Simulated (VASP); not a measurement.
# P (P1) in VASP: relaxation of cell and atoms with PBE

Aim: the relaxation of cell and atoms of P with PBE.

Program: VASP 6.6.1. These are calculated values, not measurements. Logs are shortened: lines on timing, memory, paths and dates and some standing lists are left out, and cuts for length are marked.

**1. The cell of the first run**

The typed cell holds 4 atoms: a = 2.476 Å, b = 4.943 Å, c = 4.803 Å, α = 89.69°, β = 91.18°, γ = 90.49°.

**2. Relaxation of cell and atoms, PBE**

Contents of INCAR:

```
ALGO     = Normal         # electronic algorithm
EDIFF    = 1E-6           # SCF threshold, eV
EDIFFG   = -0.025         # ionic threshold
ENCUT    = 600            # plane-wave cutoff, eV
GGA      = PE             # functional
IBRION   = 2              # ionic algorithm
ISIF     = 3              # what is computed and relaxed
ISMEAR   = 0              # smearing method
LASPH    = True           # aspherical terms in the spheres
LCHARG   = False          # write CHGCAR
LREAL    = False          # projectors in reciprocal space
LWAVE    = False          # write WAVECAR
NELM     = 100            # most SCF steps
NSW      = 80             # ionic steps
PREC     = Accurate       # precision mode
SIGMA    = 0.2            # smearing width, eV
```

Contents of KPOINTS:

```
k-points
0
Gamma
  8 4 4
```

Contents of POSCAR:

```
P
1.0
   -0.0106410064     -0.0249990204      2.4754283924
    4.9424872938      0.0132259018     -0.0212820128
    0.0132259018      4.8027160325     -0.0499980409
P
4
Direct
   -0.0145706059      0.0137036490      0.0043263928
    1.0143747248      0.9741565836      0.4891309416
    0.0082291711      0.5098104157     -0.0108556293
   -0.0080332900      0.5023293517      0.5173982949
```

Potentials or basis: VASP PAW PBE potentials, release 64 (P).

Command:

```bash
> cat potpaw_PBE.64/P/POTCAR > POTCAR
> mpirun -np 1 vasp_std > vasp.out
```

OUTCAR:

```text
EDIFF = 1E-6
   EDIFFG = -0.025
   ENCUT = 600
   GGA = PE
   IBRION = 2
   ISIF = 3
   ISMEAR = 0
   LASPH = True
   LREAL = False
   NELM = 100
   NSW = 80
   PREC = Accurate

 ion  position               nearest neighbor table
   1  0.985  0.014  0.004-   2 2.34   3 2.45   2 2.49   3 2.49
   2  0.014  0.974  0.489-   1 2.34   4 2.34   1 2.49   4 2.62
   3  0.008  0.510  0.989-   4 2.27   1 2.45   1 2.49   4 2.54
   4  0.992  0.502  0.517-   3 2.27   2 2.34   3 2.54   2 2.62

  LATTYP: Found a triclinic cell.
 ALAT       =     2.4755774898
 B/A-ratio  =     1.9401511382
 C/A-ratio  =     1.9965243783
 COS(alpha) =     0.0054742373
 COS(beta)  =     0.0086309776
 COS(gamma) =     0.0205186465

  Lattice vectors:

 A1 = (   0.0106410064,   0.0249990204,  -2.4754283924)
 A2 = (   0.0132259018,   4.8027160325,  -0.0499980409)
 A3 = (   4.9424872938,   0.0132259018,  -0.0212820128)

Analysis of symmetry for initial positions (statically):
=====================================================================
 Subroutine PRICEL returns:
 Original cell was already a primitive cell.

 Routine SETGRP: Setting up the symmetry group for a
 triclinic supercell.

 Subroutine GETGRP returns: Found  1 space group operations
 (whereof  1 operations were pure point group operations)
 out of a pool of  2 trial point group operations.

The static configuration has the point symmetry C_1 .

Analysis of symmetry for dynamics (positions and initial velocities):
=====================================================================
 Subroutine PRICEL returns:
 Original cell was already a primitive cell.

 Routine SETGRP: Setting up the symmetry group for a
 triclinic supercell.

 Subroutine GETGRP returns: Found  1 space group operations
 (whereof  1 operations were pure point group operations)
 out of a pool of  2 trial point group operations.

The dynamic configuration has the point symmetry C_1 .

 Subroutine INISYM returns: Found  1 space group operations
 (whereof  1 operations are pure point group operations),
 and found     1 'primitive' translations

----------------------------------------------------------------------------------------

                                     Primitive cell

  volume of cell :      58.7525

  direct lattice vectors                    reciprocal lattice vectors
    -0.010641006 -0.024999020  2.475428392     0.001728442  0.004201241  0.404020339
     4.942487294  0.013225902 -0.021282013     0.202332466 -0.000548194  0.000864221
     0.013225902  4.802716033 -0.049998041    -0.000548194  0.208238895  0.002100620

  length of vectors
     2.475577490  4.942550809  4.802994484     0.404045879  0.202335054  0.208250211

  position of ions in fractional coordinates (direct lattice)
     0.985429394  0.013703649  0.004326393
     0.014374725  0.974156584  0.489130942
     0.008229171  0.509810416  0.989144371
     0.991966710  0.502329352  0.517398295

  ion indices of the primitive-cell ions
   primitive index   ion index
                 1           1
                 2           2
                 3           3
                 4           4

----------------------------------------------------------------------------------------

 KPOINTS: k-points

Automatic generation of k-mesh.
 Grid dimensions read from file:
 generate k-points for:    8    4    4

 Generating k-lattice:

  Cartesian coordinates                     Fractional coordinates (reciprocal lattice)
     0.000216055  0.000525155  0.050502542     0.125000000  0.000000000  0.000000000
     0.050583117 -0.000137048  0.000216055     0.000000000  0.250000000 -0.000000000
    -0.000137048  0.052059724  0.000525155    -0.000000000 -0.000000000  0.250000000

  Length of vectors
     0.050505735  0.050583764  0.052062553

  Shift w.r.t. Gamma in fractional coordinates (k-lattice)
     0.000000000  0.000000000  0.000000000

 Subroutine IBZKPT returns following result:
 ===========================================

 Found     68 irreducible k-points:

 Following reciprocal coordinates:
            Coordinates               Weight
  0.000000  0.000000  0.000000      1.000000
  0.125000 -0.000000  0.000000      2.000000
  0.250000 -0.000000  0.000000      2.000000
  0.375000 -0.000000  0.000000      2.000000
  0.500000 -0.000000  0.000000      1.000000
 -0.000000  0.250000 -0.000000      2.000000
[... 16 lines left out ...]
  0.500000 -0.000000  0.250000      2.000000
 -0.375000  0.000000  0.250000      2.000000
 [... further k-points ...]
   k-points           NKPTS =     68   k-points in BZ     NKDIM =     68   number of bands    NBANDS=     14
   number of dos      NEDOS =    301   number of ions     NIONS =      4
   total plane-waves  NPLWV =  32000
   dimension x,y,z NGX =    20 NGY =   40 NGZ =   40
   dimension x,y,z NGXF=    40 NGYF=   80 NGZF=   80
   ions per type =               4
   NGX,Y,Z   is equivalent  to a cutoff of  13.43, 13.45, 13.85 a.u.
   NGXF,Y,Z  is equivalent  to a cutoff of  26.86, 26.91, 27.69 a.u.
 SYSTEM =  unknown system
   PREC   = accura    normal or accurate (medium, high low for compatibility)
   ISTART =      0    job   : 0-new  1-cont  2-samecut
   ICHARG =      2    charge: 1-file 2-atom 10-const
   ISPIN  =      1    spin polarized calculation?
   LNONCOLLINEAR =      F non collinear calculations
   LSORBIT =      F    spin-orbit coupling
   LASPH  =      T    aspherical Exc in radial PAW
   ENCUT  =  600.0 eV  44.10 Ry    6.64 a.u.   4.94  9.87  9.59*2*pi/ulx,y,z
   NELM   =    100;   NELMIN=  2; NELMDL= -5     # of ELM steps
   EDIFF  = 0.1E-05   stopping-criterion for ELM
   LREAL  =      F    real-space projection
   EDIFFG = -.3E-01   stopping-criterion for IOM
   NSW    =     80    number of steps for IOM
   IBRION =      2    ionic relax: 0-MD 1-quasi-New 2-CG
   NFREE  =      1    steps in history (QN), initial steepest desc. (CG)
   ISIF   =      3    stress and relaxation
   ISYM   =      2    0-nonsym 1-usesym 2-fastsym
   POTIM  = 0.5000    time-step for ionic-motion
   TEBEG  =    0.0;   TEEND  =   0.0 temperature during run
   PSTRESS=    0.0 pullay stress
   NELECT =      20.0000    total number of electrons
   NUPDOWN=      -1.0000    fix difference up-down
   EMIN   =  10.00;   EMAX   =-10.00  energy-range for DOS
   EFERMI =   0.00;   METHOD = LEGACY
   ISMEAR =     0;   SIGMA  =   0.20  broadening in eV -4-tet -1-fermi 0-gaus
   EFERMI_NEDOS =   21; number of points for ismear=-14 and -15
   IALGO  =     38    algorithm
   IMIX   =      4    mixing-type and parameters
     AMIX     =   0.40;   BMIX     =  1.00
     AMIX_MAG =   1.60;   BMIX_MAG =  1.00
  volume/ion in A,a.u.               =      14.69        99.12
  Fermi-wavevector in a.u.,A,eV,Ry     =   1.143079  2.160106 17.777767  1.306629
  Thomas-Fermi vector in A             =   2.279775
   LORBIT       =      0    0 simple, 1 ext, 2 COOP (PROOUT), +10 PAW based schemes
   GGA     = PE    functional components
   LHFCALC =     F    Hartree Fock is set to
   AEXX    =    0.0000 exact exchange contribution
   IVDW    =     0    specifies the selected vdW correction
   LEPSILON=     F    determine dielectric tensor
   LRPA    =     F    only Hartree local field effects (RPA)
 conjugate gradient relaxation of ions
 non-spin polarized calculation
 Gauss-broadening in eV      SIGMA  =   0.20
  energy-cutoff  :      600.00
  volume of cell :       58.75
 maximum number of plane-waves:      1988
   NGX =  9   NGY = 19   NGZ = 19

--------------------------------------- Ionic step        1  -------------------------------------------

 number of electron      20.0000000 magnetization

 Free energy of the ion-electron system (eV)
  ---------------------------------------------------
  ext. energy  EPLUGINS =         0.00000000
  ---------------------------------------------------
  free energy    TOTEN  =       -20.91906711 eV

  energy without entropy =      -20.88605677  energy(sigma->0) =      -20.90256194

------------------------ aborting loop because EDIFF is reached ----------------------------------------

  FORCE on cell =-STRESS in cart. coord.  units (eV):
  Direction    XX          YY          ZZ          XY          YZ          ZX
  --------------------------------------------------------------------------------------
  -------------------------------------------------------------------------------------
  Total       -0.2899560      2.1342132     -0.6758483     -0.0983996      0.2516111      0.1600269
  in kB       -7.9070901     58.1999145    -18.4303581     -2.6833525      6.8614253      4.3639273
  external PRESSURE =      10.6208221 kB  Pullay stress =       0.0000000 kB
[... 95 lines left out ...]
  FREE ENERGIE OF THE ION-ELECTRON SYSTEM (eV)
  ---------------------------------------------------
  free  energy   TOTEN  =       -20.9723232981 eV

  energy  without entropy=      -20.9386152384  energy(sigma->0) =      -20.95546927

[... ionic steps 4 to 14 ...]

--------------------------------------- Ionic step       15  -------------------------------------------

 number of electron      20.0000001 magnetization

------------------------ aborting loop because EDIFF is reached ----------------------------------------
[... 71 lines left out ...]
--------------------------------------- Ionic step       17  -------------------------------------------

 number of electron      20.0000002 magnetization

 Free energy of the ion-electron system (eV)
  ---------------------------------------------------
  ext. energy  EPLUGINS =         0.00000000
  ---------------------------------------------------
  free energy    TOTEN  =       -21.01210230 eV

  energy without entropy =      -20.98249308  energy(sigma->0) =      -20.99729769

 E-fermi :   9.5722     XC(G=0): -11.2439

 val. band max:        9.5637009638   @ k =   0.5000   0.5000   0.5000
 cond. band min:       9.6260944545   @ k =   0.2500   0.5000   0.0000
 fundamental gap:      0.0623934907
 Fermi energy:         9.5722023095

 k-point     1 :       0.0000    0.0000    0.0000
  band No.  band energies     occupation
      1      -6.9363      2.00000
      2      -2.6954      2.00000
      3      -2.5245      2.00000
      4       0.9124      2.00000
      5       0.9358      2.00000
      6       2.0939      2.00000
      7       4.2746      2.00000
      8       4.3776      2.00000
      9      10.5894      0.00000
     10      14.3889      0.00000
     11      14.4160      0.00000
     12      14.7001      0.00000
     13      16.2945      0.00000
     14      16.3414      0.00000
[... 377 lines left out ...]
      1      -3.6030      2.00000
      2      -0.9673      2.00000
      3       0.9046      2.00000
      4       3.1228      2.00000
      5       3.5880      2.00000
      6       3.7818      2.00000
      7       4.9627      2.00000
      8       5.7192      2.00000
      9       6.1449      2.00000
     10       6.8078      2.00000
     11       8.1024      2.00000
     12      10.6102      0.00000
     13      12.4378      0.00000
     14      13.1065      0.00000

 [... further k-points ...]
[... 5 lines left out ...]
  --------------------------------------------------------------------------------------
  -------------------------------------------------------------------------------------
  Total       -0.0027968      0.0450173      0.0527155      0.0046928     -0.0506746      0.0044236
  in kB       -0.0763890      1.2295608      1.4398217      0.1281758     -1.3840785      0.1208212
  external PRESSURE =       0.8643312 kB  Pullay stress =       0.0000000 kB
[... 19 lines left out ...]
  FREE ENERGIE OF THE ION-ELECTRON SYSTEM (eV)
  ---------------------------------------------------
  free  energy   TOTEN  =       -21.0121023029 eV

  energy  without entropy=      -20.9824930758  energy(sigma->0) =      -20.99729769

 reached required accuracy - stopping structural energy minimisation
```

It took 11 min on 1 thread of Intel Xeon 8259CL, shared host; peak memory 0.21 GiB.

Results:

- Free energy: -21.0121 eV
- Relaxed volume: 14.66 Å³/atom
- Relaxed cell: a = 2.453 Å, b = 4.878 Å, c = 4.903 Å, α = 90.02°, β = 89.88°, γ = 90.02°
- Space group after relaxing (to 0.1 Å): P4/mmm (No. 123)
- Energy gained by relaxing: 23.3 meV/atom
- Ionic steps: 17
- Pressure after relaxing: 0.1 GPa
- Largest force after relaxing: 0.021 eV/Å
- Band gap on the k mesh: zero (bands 10 and 11 overlap by 7.68 eV)

Forces on the atoms (eV/Å):
```
P    0.003  0.002  0.005
P   -0.016 -0.002 -0.003
P    0.014  0.015 -0.006
P   -0.001 -0.016  0.004
```

The path:
| step | energy change (eV) | largest force (eV/Å) | pressure (GPa) | volume (Å³) |
| --- | --- | --- | --- | --- |
| 1 | 0.0000 | 0.5240 | 1.06 | 58.75 |
| 2 | -0.0528 | 0.2897 | -1.39 | 59.56 |
| 3 | -0.0533 | 0.2702 | -1.57 | 59.64 |
| 4 | -0.0694 | 0.2457 | 0.30 | 58.57 |
| 5 | -0.0709 | 0.2388 | 1.13 | 58.14 |
| 6 | -0.0833 | 0.1628 | 0.64 | 58.26 |
| 7 | -0.0864 | 0.1238 | 0.31 | 58.35 |
| 8 | -0.0884 | 0.0966 | -0.28 | 58.64 |
| 9 | -0.0885 | 0.0872 | -0.50 | 58.75 |
| 10 | -0.0901 | 0.0672 | -0.21 | 58.62 |
| 11 | -0.0909 | 0.0575 | 0.18 | 58.47 |
| 12 | -0.0918 | 0.0522 | 0.13 | 58.52 |
| 13 | -0.0919 | 0.0490 | 0.11 | 58.54 |
| 14 | -0.0924 | 0.0464 | -0.07 | 58.66 |
| 15 | -0.0924 | 0.0459 | -0.17 | 58.72 |
| 16 | -0.0929 | 0.0343 | -0.04 | 58.69 |
| 17 | -0.0930 | 0.0215 | 0.09 | 58.66 |

Final structure:
```
P
1.0
    -0.00040    0.00207    2.45274
     4.87775   -0.00054   -0.00076
    -0.00087    4.90309    0.00579
P
4
Direct
  0.99965 0.98985 0.99996
  0.00020 0.99081 0.50006
  0.00039 0.50931 0.99740
  0.99976 0.51004 0.50259
```

Levels at points of the mesh, in eV from the Fermi level:
```csv
k point,band 7,band 8,band 9,band 10,band 11,band 12,band 13,band 14
"(0.00, 0.00, 0.00)",-5.30,-5.19,1.02,4.82,4.84,5.13,6.72,6.77
"(0.50, 0.00, 0.00)",-5.30,-5.19,-2.26,-2.17,-2.14,-1.77,0.98,1.02
"(0.00, 0.50, 0.00)",-3.42,-2.62,-0.02,0.95,5.64,5.67,5.86,6.21
"(0.50, 0.50, 0.00)",-4.42,-4.38,-3.86,-3.82,-0.02,0.94,2.10,2.60
"(0.00, 0.00, 0.50)",-3.21,-3.10,0.39,0.52,5.84,5.91,5.93,5.99
"(0.50, 0.00, 0.50)",-4.20,-4.12,-4.08,-4.00,0.24,0.37,2.31,2.37
"(0.00, 0.50, 0.50)",-2.16,-2.05,-1.47,-1.37,-0.76,-0.67,6.64,6.72
"(0.50, 0.50, 0.50)",-5.93,-5.85,-0.01,0.10,0.80,0.92,2.82,2.94
```
